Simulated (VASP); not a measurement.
# MgO in VASP: notebook

Runs on MgO. Level: PBEsol. Tasks: single point.

All numbers are computed with VASP 6.6.1; they aren't measurements. Logs are shortened: lines on timing, memory, paths and dates and some standing lists are left out, and cuts for length are marked.

**1. The cell of the first run**

Symmetry: R-3m, No. 166, trigonal system. Conventional cell: a = 2.972 Å, b = 2.972 Å, c = 7.336 Å, α = 90.00°, β = 90.00°, γ = 120.00°. Within 2.8 Å of Mg (site symmetry -3m) lie 6 O at 2.11 Å. O (site symmetry -3m) has 6 Mg at 2.11 Å within 2.8 Å.

**2. Single point, PBEsol (equal xy, yz and zx engineering shears of +0.5 %)**

INCAR reads:

```
ALGO = Normal ; EDIFF = 1E-6
ENCUT = 520 ; GGA = PS
ISIF = 2 ; ISMEAR = 0
LASPH = True ; LCHARG = False
LREAL = False ; LWAVE = False
NBANDS = 11 ; NELM = 80
PREC = Accurate ; SIGMA = 0.01
```

KPOINTS reads:

```
k-points
0
Gamma
  10 10 10
```

POSCAR reads:

```
MgO
1.0
    0.0105357006      2.1124079760      2.1124079760
    2.1124079760      0.0105357006      2.1124079760
    2.1124079760      2.1124079760      0.0105357006
Mg O
1 1
Direct
    0.0000000000      0.0000000000      0.0000000000
    0.5000000000      0.5000000000      0.5000000000
```

Potentials or basis: VASP PAW PBE potentials, release 64 (Mg, O).

Command:

```
$ cat potpaw_PBE.64/Mg/POTCAR potpaw_PBE.64/O/POTCAR > POTCAR
$ mpirun -np 1 vasp_std > vasp.out
```

OUTCAR:

```text
EDIFF = 1E-6
   ENCUT = 520
   GGA = PS
   ISIF = 2
   ISMEAR = 0
   LASPH = True
   LREAL = False
   NELM = 80
   PREC = Accurate

 ion  position               nearest neighbor table
   1  0.000  0.000  0.000-   2 2.11   2 2.11   2 2.11   2 2.11   2 2.11   2 2.11
   2  0.500  0.500  0.500-   1 2.11   1 2.11   1 2.11   1 2.11   1 2.11   1 2.11

  LATTYP: Found a trigonal (rhomboedric) cell.
 ALAT       =     2.9874145871
 COS(alpha) =     0.5049812503

  Lattice vectors:

 A1 = (   0.0105357006,   2.1124079760,   2.1124079760)
 A2 = (   2.1124079760,   0.0105357006,   2.1124079760)
 A3 = (   2.1124079760,   2.1124079760,   0.0105357006)

Analysis of symmetry for initial positions (statically):
=====================================================================
 Subroutine PRICEL returns:
 Original cell was already a primitive cell.

 Routine SETGRP: Setting up the symmetry group for a
 trigonal (rhombohedral) supercell.

 Subroutine GETGRP returns: Found 12 space group operations
 (whereof 12 operations were pure point group operations)
 out of a pool of 12 trial point group operations.

The static configuration has the point symmetry D_3d.

Analysis of symmetry for dynamics (positions and initial velocities):
=====================================================================
 Subroutine PRICEL returns:
 Original cell was already a primitive cell.

 Routine SETGRP: Setting up the symmetry group for a
 trigonal (rhombohedral) supercell.

 Subroutine GETGRP returns: Found 12 space group operations
 (whereof 12 operations were pure point group operations)
 out of a pool of 12 trial point group operations.

The dynamic configuration has the point symmetry D_3d.

 Subroutine INISYM returns: Found 12 space group operations
 (whereof 12 operations are pure point group operations),
 and found     1 'primitive' translations

----------------------------------------------------------------------------------------

                                     Primitive cell

  volume of cell :      18.7112

  direct lattice vectors                    reciprocal lattice vectors
     0.010535701  2.112407976  2.112407976    -0.238474900  0.237291402  0.237291402
     2.112407976  0.010535701  2.112407976     0.237291402 -0.238474900  0.237291402
     2.112407976  2.112407976  0.010535701     0.237291402  0.237291402 -0.238474900

  length of vectors
     2.987414587  2.987414587  2.987414587     0.411685191  0.411685191  0.411685191

  position of ions in fractional coordinates (direct lattice)
     0.000000000  0.000000000  0.000000000
     0.500000000  0.500000000  0.500000000

  ion indices of the primitive-cell ions
   primitive index   ion index
                 1           1
                 2           2

----------------------------------------------------------------------------------------

 KPOINTS: k-points

Automatic generation of k-mesh.
 Grid dimensions read from file:
 generate k-points for:   10   10   10

 Generating k-lattice:

  Cartesian coordinates                     Fractional coordinates (reciprocal lattice)
    -0.023847490  0.023729140  0.023729140     0.100000000 -0.000000000 -0.000000000
     0.023729140 -0.023847490  0.023729140    -0.000000000  0.100000000 -0.000000000
     0.023729140  0.023729140 -0.023847490    -0.000000000 -0.000000000  0.100000000

  Length of vectors
     0.041168519  0.041168519  0.041168519

  Shift w.r.t. Gamma in fractional coordinates (k-lattice)
     0.000000000  0.000000000  0.000000000

 Subroutine IBZKPT returns following result:
 ===========================================

 Found    116 irreducible k-points:

 Following reciprocal coordinates:
            Coordinates               Weight
  0.000000  0.000000  0.000000      1.000000
  0.100000 -0.000000 -0.000000      6.000000
  0.200000 -0.000000 -0.000000      6.000000
  0.300000  0.000000  0.000000      6.000000
  0.400000 -0.000000 -0.000000      6.000000
  0.500000  0.000000 -0.000000      3.000000
[... 16 lines left out ...]
  0.300000  0.300000  0.000000      6.000000
  0.400000  0.300000  0.000000     12.000000
 [... further k-points ...]
   k-points           NKPTS =    116   k-points in BZ     NKDIM =    116   number of bands    NBANDS=     11
   number of dos      NEDOS =    301   number of ions     NIONS =      2
   total plane-waves  NPLWV =  13824
   dimension x,y,z NGX =    24 NGY =   24 NGZ =   24
   dimension x,y,z NGXF=    48 NGYF=   48 NGZF=   48
   ions per type =               1   1
   NGX,Y,Z   is equivalent  to a cutoff of  13.36, 13.36, 13.36 a.u.
   NGXF,Y,Z  is equivalent  to a cutoff of  26.71, 26.71, 26.71 a.u.
 SYSTEM =  unknown system
   PREC   = accura    normal or accurate (medium, high low for compatibility)
   ISTART =      0    job   : 0-new  1-cont  2-samecut
   ICHARG =      2    charge: 1-file 2-atom 10-const
   ISPIN  =      1    spin polarized calculation?
   LNONCOLLINEAR =      F non collinear calculations
   LSORBIT =      F    spin-orbit coupling
   LASPH  =      T    aspherical Exc in radial PAW
   ENCUT  =  520.0 eV  38.22 Ry    6.18 a.u.   5.55  5.55  5.55*2*pi/ulx,y,z
   NELM   =     80;   NELMIN=  2; NELMDL= -5     # of ELM steps
   EDIFF  = 0.1E-05   stopping-criterion for ELM
   LREAL  =      F    real-space projection
   EDIFFG = 0.1E-04   stopping-criterion for IOM
   NSW    =      0    number of steps for IOM
   IBRION =     -1    ionic relax: 0-MD 1-quasi-New 2-CG
   NFREE  =      0    steps in history (QN), initial steepest desc. (CG)
   ISIF   =      2    stress and relaxation
   ISYM   =      2    0-nonsym 1-usesym 2-fastsym
   POTIM  = 0.5000    time-step for ionic-motion
   TEBEG  =    0.0;   TEEND  =   0.0 temperature during run
   PSTRESS=    0.0 pullay stress
   NELECT =       8.0000    total number of electrons
   NUPDOWN=      -1.0000    fix difference up-down
   EMIN   =  10.00;   EMAX   =-10.00  energy-range for DOS
   EFERMI =   0.00;   METHOD = LEGACY
   ISMEAR =     0;   SIGMA  =   0.01  broadening in eV -4-tet -1-fermi 0-gaus
   EFERMI_NEDOS =   21; number of points for ismear=-14 and -15
   IALGO  =     38    algorithm
   IMIX   =      4    mixing-type and parameters
     AMIX     =   0.40;   BMIX     =  1.00
     AMIX_MAG =   1.60;   BMIX_MAG =  1.00
  volume/ion in A,a.u.               =       9.36        63.13
  Fermi-wavevector in a.u.,A,eV,Ry     =   1.233306  2.330610 20.695050  1.521043
  Thomas-Fermi vector in A             =   2.368041
   LORBIT       =      0    0 simple, 1 ext, 2 COOP (PROOUT), +10 PAW based schemes
   GGA     = PS    functional components
   LHFCALC =     F    Hartree Fock is set to
   AEXX    =    0.0000 exact exchange contribution
   IVDW    =     0    specifies the selected vdW correction
   LEPSILON=     F    determine dielectric tensor
   LRPA    =     F    only Hartree local field effects (RPA)
 non-spin polarized calculation
 Gauss-broadening in eV      SIGMA  =   0.01
  energy-cutoff  :      520.00
  volume of cell :       18.71
 maximum number of plane-waves:       531
 NGX is ok and might be reduce to    24
   NGX = 11   NGY = 11   NGZ = 11

 number of electron       8.0000005 magnetization

 Free energy of the ion-electron system (eV)
  ---------------------------------------------------
  ext. energy  EPLUGINS =         0.00000000
  ---------------------------------------------------
  free energy    TOTEN  =       -12.51181462 eV

  energy without entropy =      -12.51181462  energy(sigma->0) =      -12.51181462

 E-fermi :   3.2068     XC(G=0): -11.3030

 val. band max:        3.0750684749   @ k =   0.0000   0.0000   0.0000
 cond. band min:       7.6740503422   @ k =   0.0000   0.0000   0.0000
 fundamental gap:      4.5989818673
 Fermi energy:         3.2067793291

 k-point     1 :       0.0000    0.0000    0.0000
  band No.  band energies     occupation
      1     -14.1420      2.00000
      2       3.0179      2.00000
      3       3.0751      2.00000
      4       3.0751      2.00000
      5       7.6741      0.00000
      6      18.5345      0.00000
      7      18.7520      0.00000
      8      18.7520      0.00000
      9      22.5156      0.00000
     10      24.4000      0.00000
     11      24.4000      0.00000

 k-point     2 :       0.1000   -0.0000   -0.0000
  band No.  band energies     occupation
      1     -14.0339      2.00000
      2       2.4044      2.00000
      3       2.9561      2.00000
      4       3.0055      2.00000
      5       8.3089      0.00000
      6      17.4469      0.00000
      7      18.8045      0.00000
      8      18.9901      0.00000
      9      23.6403      0.00000
     10      23.6894      0.00000
     11      24.2007      0.00000

 k-point     3 :       0.2000   -0.0000   -0.0000
  band No.  band energies     occupation
      1     -13.7367      2.00000
      2       1.0676      2.00000
      3       2.7825      2.00000
      4       2.8295      2.00000
      5       9.5001      0.00000
      6      15.9305      0.00000
      7      19.3051      0.00000
      8      19.4625      0.00000
      9      22.9113      0.00000
     10      23.0251      0.00000
     11      25.1382      0.00000

 k-point     4 :       0.3000    0.0000    0.0000
  band No.  band energies     occupation
      1     -13.3346      2.00000
      2      -0.2684      2.00000
      3       2.5789      2.00000
      4       2.6228      2.00000
      5      10.4086      0.00000
      6      15.2682      0.00000
      7      19.4492      0.00000
      8      19.5624      0.00000
      9      23.3141      0.00000
     10      23.4981      0.00000
     11      24.5386      0.00000

 k-point     5 :       0.4000   -0.0000   -0.0000
  band No.  band energies     occupation
      1     -12.9733      2.00000
      2      -1.2461      2.00000
      3       2.4219      2.00000
      4       2.4633      2.00000
      5      10.7341      0.00000
      6      15.3895      0.00000
      7      19.2443      0.00000
      8      19.3435      0.00000
      9      23.9765      0.00000
     10      24.5501      0.00000
     11      24.7595      0.00000
[... 211 lines left out ...]
 k-point    21 :      -0.3000    0.2000    0.0000
  band No.  band energies     occupation
      1     -12.8925      2.00000
      2      -0.6554      2.00000
      3       1.2272      2.00000
      4       2.3739      2.00000
      5      12.1808      0.00000
      6      14.8306      0.00000
      7      17.1089      0.00000
      8      20.1856      0.00000
      9      23.0959      0.00000
     10      24.0313      0.00000
     11      27.9432      0.00000

 k-point    22 :      -0.2000    0.2000    0.0000
  band No.  band energies     occupation
      1     -13.2139      2.00000
      2      -0.0759      2.00000
      3       1.7063      2.00000
      4       2.5876      2.00000
      5      11.3831      0.00000
      6      14.7844      0.00000
      7      18.0222      0.00000
      8      20.6514      0.00000
      9      21.2956      0.00000
     10      24.2951      0.00000
     11      27.6847      0.00000

 k-point    23 :       0.3000    0.3000    0.0000
  band No.  band energies     occupation
      1     -13.1320      2.00000
      2      -0.1364      2.00000
      3       2.0797      2.00000
      4       2.1345      2.00000
      5      11.8050      0.00000
      6      13.2896      0.00000
      7      17.3460      0.00000
      8      20.7795      0.00000
      9      20.8900      0.00000
     10      27.0617      0.00000
     11      30.3126      0.00000

 k-point    24 :       0.4000    0.3000    0.0000
  band No.  band energies     occupation
      1     -12.8783      2.00000
      2      -0.5640      2.00000
      3       1.7587      2.00000
      4       1.9303      2.00000
      5      12.4729      0.00000
      6      13.0930      0.00000
      7      16.5175      0.00000
      8      21.0276      0.00000
      9      21.3367      0.00000
     10      27.7894      0.00000
     11      29.9170      0.00000

 [... further k-points ...]
[... 5 lines left out ...]
  --------------------------------------------------------------------------------------
  -------------------------------------------------------------------------------------
  Total       -0.0634400     -0.0634400     -0.0634400     -0.0858004     -0.0858004     -0.0858004
  in kB       -5.4321460     -5.4321460     -5.4321460     -7.3467945     -7.3467945     -7.3467945
  external PRESSURE =      -5.4321460 kB  Pullay stress =       0.0000000 kB

 VOLUME and BASIS-vectors are now :
 -----------------------------------------------------------------------------
  energy-cutoff  :      520.00
  volume of cell :       18.71
      direct lattice vectors                 reciprocal lattice vectors
     0.010535701  2.112407976  2.112407976    -0.238474900  0.237291402  0.237291402
     2.112407976  0.010535701  2.112407976     0.237291402 -0.238474900  0.237291402
     2.112407976  2.112407976  0.010535701     0.237291402  0.237291402 -0.238474900

 POSITION                                       TOTAL-FORCE (eV/Angst)
 -----------------------------------------------------------------------------------
      0.00000      0.00000      0.00000        -0.000000      0.000000     -0.000000
      2.11768      2.11768      2.11768         0.000000     -0.000000      0.000000
 -----------------------------------------------------------------------------------
    total drift:                               -0.000000     -0.000000      0.000000

  FREE ENERGIE OF THE ION-ELECTRON SYSTEM (eV)
  ---------------------------------------------------
  free  energy   TOTEN  =       -12.5118146221 eV

  energy  without entropy=      -12.5118146221  energy(sigma->0) =      -12.51181462
```

Wall time 30 s (1 thread of Intel Xeon Platinum 8375C at 2.90GHz (Ice Lake), shared host); peak memory 0.16 GiB.

Results:

- Free energy: -12.5118 eV
- Pressure: -0.5 GPa
- Band gap on the k mesh: 4.60 eV, direct

Stress tensor (GPa, compression positive):
```
-0.54 -0.73 -0.73
-0.73 -0.54 -0.73
-0.73 -0.73 -0.54
```

Levels at points of the mesh, in eV from the valence-band top:
```
           k point  band 1  band 2  band 3  band 4  band 5  band 6  band 7  band 8
(0.00, 0.00, 0.00)  -17.22   -0.06    0.00    0.00    4.60   15.46   15.68   15.68
(0.50, 0.00, 0.00)  -15.90   -4.68   -0.71   -0.67    7.70   12.49   16.06   16.16
(0.50, 0.50, 0.00)  -15.64   -4.16   -1.41   -1.35    8.90    9.84   12.94   18.75
(0.50, 0.50, 0.50)  -15.93   -4.72   -0.65   -0.65    7.77   12.39   16.25   16.25
```

Caveat: the cell differs from its parent crystal (equal xy, yz and zx engineering shears of +0.5 %); the PAW data sets were made with another functional, which shifts forces and pressure a little.

**3. Single point, PBEsol (atom 1 moved by [0.01, 0.01, 0.01] A)**

INCAR reads:

```
SYSTEM = MgO
PREC = Accurate
ENCUT = 520
EDIFF = 1E-7
ISMEAR = 0
SIGMA = 0.01
LREAL = .False.
LASPH = .True.
NELM = 60
ALGO = Normal
ISIF = 2
LWAVE = .False.
LCHARG = .True.
GGA = PS
LELF = .True.
LVHAR = .True.
NBANDS = 11
```

KPOINTS reads:

```
regular mesh
0
Gamma
  10 10 10
  0 0 0
```

POSCAR reads:

```
MgO
1.0
    0.0000000000      2.1071401257      2.1071401257
    2.1071401257      0.0000000000      2.1071401257
    2.1071401257      2.1071401257      0.0000000000
Mg O
1 1
Direct
    0.0023728844      0.0023728844      0.0023728844
    0.5000000000      0.5000000000      0.5000000000
```

Potentials or basis: VASP PAW PBE potentials, release 64 (Mg, O).

Command:

```
$ cat potpaw_PBE.64/Mg/POTCAR potpaw_PBE.64/O/POTCAR > POTCAR
$ mpirun -np 1 vasp_std > vasp.out
```

It took 35 s on 1 thread of Intel Xeon Platinum 8375C at 2.90GHz (Ice Lake), shared host; peak memory 0.15 GiB.

It converged, with:

| Item | Value |
| --- | --- |
| Free energy | -12.5117 eV |
| Pressure | -0.5 GPa |
| Largest force | 0.093 eV/Å |
| Band gap on the k mesh | 4.62 eV, direct |

Forces in eV/Å, atoms in the order of the input:
```
Mg  -0.054 -0.054 -0.054
O    0.054  0.054  0.054
```

Levels at points of the mesh, in eV from the valence-band top:
| k point | band 1 | band 2 | band 3 | band 4 | band 5 | band 6 | band 7 | band 8 | band 9 |
| --- | --- | --- | --- | --- | --- | --- | --- | --- | --- |
| (0.00, 0.00, 0.00) | -17.20 | 0.00 | 0.00 | 0.00 | 4.62 | 15.62 | 15.62 | 15.63 | 19.46 |
| (0.50, 0.00, 0.00) | -15.89 | -4.67 | -0.66 | -0.66 | 7.73 | 12.48 | 16.16 | 16.16 | 20.74 |
| (0.50, 0.50, 0.50) | -15.89 | -4.67 | -0.66 | -0.66 | 7.74 | 12.49 | 16.16 | 16.16 | 20.74 |
| (0.50, 0.50, 0.00) | -15.62 | -4.14 | -1.36 | -1.36 | 8.92 | 9.86 | 12.96 | 18.82 | 18.82 |

Caveat: the cell differs from its parent crystal (atom 1 moved by [0.01, 0.01, 0.01] A); the PAW data sets were made with another functional, which shifts forces and pressure a little.

**4. Single point, PBEsol (atom 1 moved by [-0.01, -0.01, -0.01] A)**

INCAR reads:

```
SYSTEM = MgO
  PREC = Accurate
  ENCUT = 520
  EDIFF = 1E-6
  ISMEAR = 0
  SIGMA = 0.01
  LREAL = .FALSE.
  LASPH = .TRUE.
  NELM = 60
  ALGO = Normal
  ISIF = 2
  LWAVE = .FALSE.
  LCHARG = .FALSE.
  GGA = PS
  NBANDS = 11
```

KPOINTS reads:

```
regular mesh
0
G
  10 10 10
  0 0 0
```

Changes to POSCAR since step 3:

```diff
@@ -8,3 +8,3 @@
 Direct
-    0.0023728844      0.0023728844      0.0023728844
+   -0.0023728844     -0.0023728844     -0.0023728844
     0.5000000000      0.5000000000      0.5000000000
```

Command:

```
$ cat potpaw_PBE.64/Mg/POTCAR potpaw_PBE.64/O/POTCAR > POTCAR
$ mpirun -np 1 vasp_std > vasp.out
```

Run time: 27 s. Hardware: 1 thread of Intel Xeon Platinum 8375C at 2.90GHz (Ice Lake), shared host; peak memory 0.16 GiB.

It converged, with:

| Item | Value |
| --- | --- |
| Free energy | -12.5117 eV |
| Pressure | -0.5 GPa |
| Largest force | 0.093 eV/Å |
| Band gap on the k mesh | 4.62 eV, direct |

Forces on the atoms (eV/Å):
```
Mg   0.054  0.054  0.054
O   -0.054 -0.054 -0.054
```

Levels at points of the mesh, in eV from the valence-band top:
```csv
k point,band 2,band 3,band 4,band 5,band 6,band 7
"(0.00, 0.00, 0.00)",0.00,0.00,0.00,4.62,15.62,15.62
"(0.50, 0.00, 0.00)",-4.67,-0.66,-0.66,7.73,12.48,16.16
"(0.50, 0.50, 0.50)",-4.67,-0.66,-0.66,7.74,12.49,16.16
"(0.50, 0.50, 0.00)",-4.14,-1.36,-1.36,8.92,9.86,12.96
```

Caveat: the cell differs from its parent crystal (atom 1 moved by [-0.01, -0.01, -0.01] A); the PAW data sets were made with another functional, which shifts forces and pressure a little.
